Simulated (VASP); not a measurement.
# Ge (P-1) in VASP: notebook

Runs on Ge. Level: PBE-based screened hybrid with 25 % exact exchange. Tasks: single point.

Everything below comes from runs of VASP 6.6.1. Logs are shortened: lines on timing, memory, paths and dates and some standing lists are left out, and cuts for length are marked.

## (1) The cell of the first run

The typed cell holds 2 atoms: a = 2.968 Å, b = 2.968 Å, c = 4.197 Å, α = 90.00°, β = 90.00°, γ = 90.00°.

## (2) Single point, PBE-based screened hybrid with 25 % exact exchange

Contents of POSCAR:

```
Ge
1.0
    0.0000000000     -2.0983605200     -2.0983605200
    0.0000000000      2.0983605200     -2.0983605200
    4.1967210500      0.0000000000      0.0000000000
Ge
2
Direct
    0.5554013700      0.4948906800      0.5484903900
    0.9445986300      0.0051093200      0.9515096100
```

Contents of INCAR.step1:

```
SYSTEM = Ge
PREC = Accurate ; ENCUT = 520
EDIFF = 1E-5 ; ISMEAR = -1
SIGMA = 0.05 ; LREAL = .False.
LASPH = .True. ; NELM = 60
ALGO = Normal ; ISIF = 2
LWAVE = .True. ; LCHARG = .False.
GGA = PE ; NBANDS = 21
```

Contents of INCAR.step2:

```
SYSTEM = Ge
PREC = Accurate ; ENCUT = 520
EDIFF = 1E-7 ; ISMEAR = -1
SIGMA = 0.05 ; LREAL = .False.
LASPH = .True. ; NELM = 60
ALGO = Normal ; ISIF = 2
LWAVE = .False. ; LCHARG = .False.
GGA = PE ; LHFCALC = .True.
AEXX = 0.25 ; HFSCREEN = 0.2
PRECFOCK = Normal ; ISTART = 1
NBANDS = 21
```

Contents of KPOINTS:

```
Automatic mesh
0
Gamma
  5 5 3
  0 0 0
```

Potentials or basis: VASP PAW PBE potentials, release 64 (Ge_d).

The run is started by

```
cat potpaw_PBE.64/Ge_d/POTCAR > POTCAR
cp INCAR.step1 INCAR
mpirun -np 1 vasp_std > vasp.out
cp INCAR.step2 INCAR
mpirun -np 1 vasp_std > vasp.out
```

OUTCAR:

```text
SYSTEM = Ge
   PREC = Accurate
   ENCUT = 520
   EDIFF = 1E-7
   ISMEAR = -1
   LREAL = .False.
   LASPH = .True.
   NELM = 60
   ISIF = 2
   GGA = PE
   LHFCALC = .True.
   AEXX = 0.25
   HFSCREEN = 0.2
   PRECFOCK = Normal
   ISTART = 1

 ion  position               nearest neighbor table
   1  0.555  0.495  0.548-   2 2.51   2 2.55   2 2.87   2 2.90
   2  0.945  0.005  0.952-   1 2.51   1 2.55   1 2.87   1 2.90

  LATTYP: Found a simple tetragonal cell.
 ALAT       =     2.9675299061
 C/A-ratio  =     1.4142135657

  Lattice vectors:

 A1 = (   0.0000000000,  -2.0983605200,  -2.0983605200)
 A2 = (   0.0000000000,   2.0983605200,  -2.0983605200)
 A3 = (   4.1967210500,   0.0000000000,   0.0000000000)

Analysis of symmetry for initial positions (statically):
=====================================================================
 Subroutine PRICEL returns:
 Original cell was already a primitive cell.

 Routine SETGRP: Setting up the symmetry group for a
 simple tetragonal supercell.

 Subroutine GETGRP returns: Found  2 space group operations
 (whereof  1 operations were pure point group operations)
 out of a pool of 16 trial point group operations.

The static configuration has the point symmetry C_1 .
 The point group associated with its full space group is S_2 .

Analysis of symmetry for dynamics (positions and initial velocities):
=====================================================================
 Subroutine PRICEL returns:
 Original cell was already a primitive cell.

 Routine SETGRP: Setting up the symmetry group for a
 simple tetragonal supercell.

 Subroutine GETGRP returns: Found  2 space group operations
 (whereof  1 operations were pure point group operations)
 out of a pool of 16 trial point group operations.

The dynamic configuration has the point symmetry C_1 .
 The point group associated with its full space group is S_2 .

 Subroutine INISYM returns: Found  2 space group operations
 (whereof  1 operations are pure point group operations),
 and found     1 'primitive' translations

----------------------------------------------------------------------------------------

                                     Primitive cell

  volume of cell :      36.9573

  direct lattice vectors                    reciprocal lattice vectors
     0.000000000 -2.098360520 -2.098360520     0.000000000 -0.238281265 -0.238281265
     0.000000000  2.098360520 -2.098360520     0.000000000  0.238281265 -0.238281265
     4.196721050  0.000000000  0.000000000     0.238281265  0.000000000  0.000000000

  length of vectors
     2.967529906  2.967529906  4.196721050     0.336980597  0.336980597  0.238281265

  position of ions in fractional coordinates (direct lattice)
     0.555401370  0.494890680  0.548490390
     0.944598630  0.005109320  0.951509610

  ion indices of the primitive-cell ions
   primitive index   ion index
                 1           1
                 2           2

----------------------------------------------------------------------------------------

 KPOINTS: Automatic mesh

Automatic generation of k-mesh.
 Grid dimensions read from file:
 generate k-points for:    5    5    3

 Generating k-lattice:

  Cartesian coordinates                     Fractional coordinates (reciprocal lattice)
     0.000000000 -0.047656253 -0.047656253     0.200000000  0.000000000  0.000000000
     0.000000000  0.047656253 -0.047656253     0.000000000  0.200000000  0.000000000
     0.079427088  0.000000000  0.000000000     0.000000000  0.000000000  0.333333333

  Length of vectors
     0.067396119  0.067396119  0.079427088

  Shift w.r.t. Gamma in fractional coordinates (k-lattice)
     0.000000000  0.000000000  0.000000000

 Subroutine IBZKPT returns following result:
 ===========================================

 Found     38 irreducible k-points:

 Following reciprocal coordinates:
            Coordinates               Weight
  0.000000  0.000000  0.000000      1.000000
  0.200000  0.000000  0.000000      2.000000
  0.000000  0.200000  0.000000      2.000000
  0.400000  0.000000  0.000000      2.000000
  0.000000  0.400000  0.000000      2.000000
  0.200000  0.200000  0.000000      2.000000
[... 16 lines left out ...]
  0.200000  0.200000  0.333333      2.000000
 -0.200000  0.200000  0.333333      2.000000
 [... further k-points ...]
   k-points           NKPTS =     38   k-points in BZ     NKDIM =     75   number of bands    NBANDS=     21
   number of dos      NEDOS =    301   number of ions     NIONS =      2
   total plane-waves  NPLWV =  18432
   dimension x,y,z NGX =    24 NGY =   24 NGZ =   32
   dimension x,y,z NGXF=    48 NGYF=   48 NGZF=   64
   ions per type =               2
   NGX,Y,Z   is equivalent  to a cutoff of  13.45, 13.45, 12.68 a.u.
   NGXF,Y,Z  is equivalent  to a cutoff of  26.89, 26.89, 25.35 a.u.
 SYSTEM =  Ge
   PREC   = accura    normal or accurate (medium, high low for compatibility)
   ISTART =      1    job   : 0-new  1-cont  2-samecut
   ICHARG =      0    charge: 1-file 2-atom 10-const
   ISPIN  =      1    spin polarized calculation?
   LNONCOLLINEAR =      F non collinear calculations
   LSORBIT =      F    spin-orbit coupling
   LASPH  =      T    aspherical Exc in radial PAW
   ENCUT  =  520.0 eV  38.22 Ry    6.18 a.u.   5.52  5.52  7.80*2*pi/ulx,y,z
   NELM   =     60;   NELMIN=  2; NELMDL=  0     # of ELM steps
   EDIFF  = 0.1E-06   stopping-criterion for ELM
   LREAL  =      F    real-space projection
   EDIFFG = 0.1E-05   stopping-criterion for IOM
   NSW    =      0    number of steps for IOM
   IBRION =     -1    ionic relax: 0-MD 1-quasi-New 2-CG
   NFREE  =      0    steps in history (QN), initial steepest desc. (CG)
   ISIF   =      2    stress and relaxation
   ISYM   =      3    0-nonsym 1-usesym 2-fastsym
   POTIM  = 0.5000    time-step for ionic-motion
   TEBEG  =    0.0;   TEEND  =   0.0 temperature during run
   PSTRESS=    0.0 pullay stress
   NELECT =      28.0000    total number of electrons
   NUPDOWN=      -1.0000    fix difference up-down
   EMIN   =  10.00;   EMAX   =-10.00  energy-range for DOS
   EFERMI =   0.00;   METHOD = LEGACY
   ISMEAR =    -1;   SIGMA  =   0.05  broadening in eV -4-tet -1-fermi 0-gaus
   EFERMI_NEDOS =   21; number of points for ismear=-14 and -15
   IALGO  =     38    algorithm
   IMIX   =      1    mixing-type and parameters
     AMIX     =   0.40;   BMIX     =  1.00
     AMIX_MAG =   1.60;   BMIX_MAG =  1.00
  volume/ion in A,a.u.               =      18.48       124.70
  Fermi-wavevector in a.u.,A,eV,Ry     =   1.492430  2.820284 30.304914  2.227348
  Thomas-Fermi vector in A             =   2.604959
   LORBIT       =      0    0 simple, 1 ext, 2 COOP (PROOUT), +10 PAW based schemes
   GGA     = PE    functional components
   LHFCALC =     T    Hartree Fock is set to
   PRECFOCK=normal    Normal, Fast or Accurate (Low or Medium for compatibility)
   ENCUT4O =  -1.0   cutoff for four orbital integrals eV
   NKREDX  =     1    reduce k-point grid by
   NKREDY  =     1    reduce k-point grid by
   NKREDZ  =     1    reduce k-point grid by
   AEXX    =    0.2500 exact exchange contribution
   HFSCREEN=    0.2000 screening length (either q_TF or 0.3 A-1)
   HFSCREENC=   0.2000 screening length for correlation (either q_TF or 0.3 A-1)
   ENCUTFOCK=  -1.0 apply spherical cutoff to Coloumb kernel
   IVDW    =     0    specifies the selected vdW correction
   LEPSILON=     F    determine dielectric tensor
   LRPA    =     F    only Hartree local field effects (RPA)
 non-spin polarized calculation
  energy-cutoff  :      520.00
  volume of cell :       36.96
 maximum number of plane-waves:      1009
 NGX is ok and might be reduce to    24
  NGX = 18; NGY = 18; NGZ = 24

 number of electron      28.0000008 magnetization

 Free energy of the ion-electron system (eV)
  ---------------------------------------------------
  ext. energy  EPLUGINS =         0.00000000
  ---------------------------------------------------
  free energy    TOTEN  =        -9.74904555 eV

  energy without entropy =       -9.74497737  energy(sigma->0) =       -9.74701146

 E-fermi :   7.4133     XC(G=0):  -9.2945

 val. band max:        6.1196635879   @ k =   0.2000   0.2000   0.0000
 cond. band min:       7.4911971503   @ k =  -0.4000   0.4000   0.3333
 fundamental gap:      1.3715335624
 Fermi energy:         7.4133072921

 k-point     1 :       0.0000    0.0000    0.0000
  band No.  band energies     occupation
      1     -21.3858      2.00000
      2     -21.3551      2.00000
      3     -21.3351      2.00000
      4     -21.3299      2.00000
      5     -21.2455      2.00000
      6     -21.2405      2.00000
[... 13 lines left out ...]
     20      18.6500      0.00000
     21      21.9280      0.00000

 k-point     2 :       0.2000    0.0000    0.0000
  band No.  band energies     occupation
      1     -21.3705      2.00000
      2     -21.3551      2.00000
      3     -21.3268      2.00000
      4     -21.2995      2.00000
      5     -21.2628      2.00000
      6     -21.2350      2.00000
[... 13 lines left out ...]
     20      19.9508      0.00000
     21      21.6872      0.00000

 k-point     3 :       0.0000    0.2000    0.0000
  band No.  band energies     occupation
      1     -21.3677      2.00000
      2     -21.3447      2.00000
      3     -21.3280      2.00000
      4     -21.3135      2.00000
      5     -21.2543      2.00000
      6     -21.2463      2.00000
[... 13 lines left out ...]
     20      19.7001      0.00000
     21      21.9487      0.00000
[... 457 lines left out ...]
 k-point    23 :       0.2000    0.2000    0.3333
  band No.  band energies     occupation
      1     -21.3687      2.00000
      2     -21.3341      2.00000
      3     -21.3058      2.00000
      4     -21.2917      2.00000
      5     -21.2767      2.00000
      6     -21.2298      2.00000
[... 13 lines left out ...]
     20      20.8500      0.00000
     21      21.2383      0.00000

 k-point    24 :      -0.2000    0.2000    0.3333
  band No.  band energies     occupation
      1     -21.3659      2.00000
      2     -21.3348      2.00000
      3     -21.3122      2.00000
      4     -21.2976      2.00000
      5     -21.2728      2.00000
      6     -21.2274      2.00000
[... 13 lines left out ...]
     20      21.0795      0.00000
     21      21.2366      0.00000

 [... further k-points ...]

------------------------ aborting loop because EDIFF is reached ----------------------------------------

  FORCE on cell =-STRESS in cart. coord.  units (eV):
  Direction    XX          YY          ZZ          XY          YZ          ZX
  --------------------------------------------------------------------------------------
  -------------------------------------------------------------------------------------
  Total        1.0163827      1.8929560      1.8141754     -1.0219538     -0.1831640     -0.7943327
  in kB       44.0623364     82.0636428     78.6483375    -44.3038588     -7.9405472    -34.4360013
  external PRESSURE =      68.2581056 kB  Pullay stress =       0.0000000 kB

 VOLUME and BASIS-vectors are now :
 -----------------------------------------------------------------------------
  energy-cutoff  :      520.00
  volume of cell :       36.96
      direct lattice vectors                 reciprocal lattice vectors
     0.000000000 -2.098360520 -2.098360520     0.000000000 -0.238281265 -0.238281265
     0.000000000  2.098360520 -2.098360520     0.000000000  0.238281265 -0.238281265
     4.196721050  0.000000000  0.000000000     0.238281265  0.000000000  0.000000000

 POSITION                                       TOTAL-FORCE (eV/Angst)
 -----------------------------------------------------------------------------------
      2.30186     -0.12697     -2.20389        -1.310780      0.416134      0.326485
      3.99322     -1.97139     -1.99283         1.310780     -0.416134     -0.326485
 -----------------------------------------------------------------------------------
    total drift:                                0.000000      0.000000      0.000000

  FREE ENERGIE OF THE ION-ELECTRON SYSTEM (eV)
  ---------------------------------------------------
  free  energy   TOTEN  =        -9.7490455509 eV

  energy  without entropy=       -9.7449773722  energy(sigma->0) =       -9.74701146
```

It took 63 min on 1 thread of Intel Xeon Platinum 8259CL at 2.50GHz (Skylake/Cascade Lake), shared host; peak memory 0.27 GiB.

What came out:

```yaml
Free_energy: -9.7490 eV
Pressure: 6.8 GPa
Largest_force: 1.413 eV/Å
Band_gap_on_the_k_mesh: zero (bands 14 and 15 overlap by 5.00 eV)
```

Forces on the atoms (eV/Å):
```
Ge  -1.311  0.416  0.326
Ge   1.311 -0.416 -0.326
```

Caveat: the k points lie up to 0.50 Å⁻¹ apart, too coarse for converged energies and pressures of a metal; the PAW data sets were made with another functional, which shifts forces and pressure a little.

## (3) Single point, PBE-based screened hybrid with 25 % exact exchange

POSCAR is that of step 2.

Contents of INCAR.step1:

```
SYSTEM = Ge
  PREC = Accurate
  ENCUT = 520
  EDIFF = 1E-5
  ISMEAR = -1
  SIGMA = 0.05
  LREAL = .FALSE.
  LASPH = .TRUE.
  NELM = 100
  ALGO = Normal
  ISIF = 2
  LWAVE = .TRUE.
  LCHARG = .FALSE.
  GGA = PE
  NBANDS = 21
```

Contents of INCAR.step2:

```
SYSTEM = Ge
  PREC = Accurate
  ENCUT = 520
  EDIFF = 1E-6
  ISMEAR = -1
  SIGMA = 0.05
  LREAL = .FALSE.
  LASPH = .TRUE.
  NELM = 100
  ALGO = Normal
  ISIF = 2
  LWAVE = .FALSE.
  LCHARG = .FALSE.
  GGA = PE
  LHFCALC = .TRUE.
  AEXX = 0.25
  HFSCREEN = 0.6
  PRECFOCK = Normal
  ISTART = 1
  NBANDS = 21
```

Contents of KPOINTS:

```
regular mesh
0
G
  5 5 3
  0 0 0
```

Potentials or basis: VASP PAW PBE potentials, release 64 (Ge_d).

The run is started by

```
cat potpaw_PBE.64/Ge_d/POTCAR > POTCAR
cp INCAR.step1 INCAR
mpirun -np 1 vasp_std > vasp.out
cp INCAR.step2 INCAR
mpirun -np 1 vasp_std > vasp.out
```

Run time: 72 min. Hardware: 1 thread of Oxide Virtual Turin-like, shared host; peak memory 0.24 GiB.

The run converged. Its results:

```
Free energy            : -8.8305 eV
Pressure               : 8.2 GPa
Largest force          : 1.470 eV/Å
Band gap on the k mesh : zero (bands 14 and 15 overlap by 4.64 eV)
```

Forces on the atoms (eV/Å):
```
Ge  -1.360  0.438  0.343
Ge   1.360 -0.438 -0.343
```

Stress tensor (GPa, compression positive):
```
 5.81 -4.52 -3.51
-4.52  9.52 -0.81
-3.51 -0.81  9.13
```

Levels at points of the mesh, in eV from the Fermi level:
| k point | band 12 | band 13 | band 14 | band 15 | band 16 | band 17 |
| --- | --- | --- | --- | --- | --- | --- |
| (0.00, 0.00, 0.00) | -5.91 | -4.59 | 1.96 | 2.39 | 5.05 | 6.01 |

Caveat: the k points lie up to 0.50 Å⁻¹ apart, too coarse for converged energies and pressures of a metal; the PAW data sets were made with another functional, which shifts forces and pressure a little.

## (4) Single point, PBE-based screened hybrid with 25 % exact exchange

POSCAR is that of step 3.

Contents of INCAR.step1:

```
  PREC = Accurate
  ENCUT = 520
  EDIFF = 1E-5
  ISMEAR = -1
  SIGMA = 0.05
  LREAL = False
  LASPH = True
  NELM = 100
  ALGO = Normal
  ISIF = 2
  LWAVE = True
  GGA = PE
  NBANDS = 21
```

Contents of INCAR.step2:

```
  PREC = Accurate
  ENCUT = 520
  EDIFF = 1E-6
  ISMEAR = -1
  SIGMA = 0.05
  LREAL = False
  LASPH = True
  NELM = 100
  ALGO = Normal
  ISIF = 2
  LWAVE = False
  LCHARG = True
  GGA = PE
  LHFCALC = True
  AEXX = 0.25
  HFSCREEN = 0.15
  PRECFOCK = Normal
  LELF = True
  LVHAR = True
  ISTART = 1
  NBANDS = 21
```

Contents of KPOINTS:

```
Automatic mesh
0
Gamma
  5 5 3
```

The run is started by

```
cat potpaw_PBE.64/Ge_d/POTCAR > POTCAR
cp INCAR.step1 INCAR
mpirun -np 1 vasp_std > vasp.out
cp INCAR.step2 INCAR
mpirun -np 1 vasp_std > vasp.out
```

It took 85 min on 1 thread of Oxide Virtual Turin-like, shared host; peak memory 0.24 GiB.

It converged, with:

- Free energy: -9.9659 eV
- Pressure: 6.7 GPa
- Largest force: 1.408 eV/Å
- Band gap on the k mesh: zero (bands 14 and 15 overlap by 5.11 eV)

Forces in eV/Å, atoms in the order of the input:
```
Ge  -1.306  0.413  0.325
Ge   1.306 -0.413 -0.325
```

Stress tensor (GPa, compression positive):
```
 4.28 -4.42 -3.44
-4.42  8.05 -0.79
-3.44 -0.79  7.73
```

Levels at points of the mesh, in eV from the Fermi level:
```
           k point  band 11  band 12  band 13  band 14  band 15  band 16  band 17  band 18
(0.00, 0.00, 0.00)   -16.09    -6.52    -5.20     2.05     2.49     5.28     6.23    10.20
```

Caveat: the k points lie up to 0.50 Å⁻¹ apart, too coarse for converged energies and pressures of a metal; the PAW data sets were made with another functional, which shifts forces and pressure a little.

## (5) Overview

```tsv
screening parameter	gap on the mesh (eV)	pressure (GPa)	largest force (eV/Å)
0.2 1/Å	none	6.8	1.41
0.6 1/Å	none	8.2	1.47
0.15 1/Å	none	6.7	1.41
```

Alike in all rows: task single point; level PBE-based screened hybrid with 25 % exact exchange; potentials or basis VASP PAW PBE potentials, release 64 (Ge_d); no spin polarisation; cell as given; k mesh 5 × 5 × 3; cutoff (eV) 520; smearing fermi-dirac 0.05 eV.

Caveats: all runs use coarse meshes; the PAW data sets were made with another functional, which shifts forces and pressure a little.

Absolute energies hang on the potentials; compare differences alone.

The gap in the log of VASP goes by the Fermi energy; the results here count the filled bands.